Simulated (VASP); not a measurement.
TaN, 2 atoms in the cell. Symmetry: Fm-3m, No. 225, cubic system. Conventional cell: a = 4.358 Å, b = 4.358 Å, c = 4.358 Å, α = 90.00°, β = 90.00°, γ = 90.00°. Within 2.9 Å of Ta (site symmetry m-3m) lie 6 N at 2.18 Å. N (site symmetry m-3m) has 6 Ta at 2.18 Å within 2.9 Å. 

| Item | Value |
| --- | --- |
| Program | VASP 6.6.1 |
| Task | single point |
| Functional | LDA |
| Potentials or basis | VASP PAW LDA potentials, release 64 (Ta_pv, N) |
| Cutoff | 600 eV |
| k mesh | 14 × 14 × 14 |
| Occupations | gaussian, width 0.05 eV |
| Spin | collinear spin, ferromagnetic start |
| Starting moments | [2.0, 0.0] μB |
| Dipole correction | no |
| Further INCAR settings | ALGO = Normal; EDIFF = 1e-06; NBANDS = 19 |

Potentials or basis: VASP PAW LDA potentials, release 64 (Ta_pv, N).

Run with:

```console
$ cat potpaw_LDA.64/Ta_pv/POTCAR potpaw_LDA.64/N/POTCAR > POTCAR
$ mpirun -np 1 vasp_std > vasp.out
```

Hardware: 1 thread of Intel(R) Xeon(R) Platinum 8488C (Sapphire Rapids), with other jobs on the host.

Task: Estimate the wall time of this run.

Result: Run time: 84 s on 1 thread of Intel(R) Xeon(R) Platinum 8488C (Sapphire Rapids) (shared host), peak memory 0.21 GiB. Counts: scf iterations 14, k points 104.
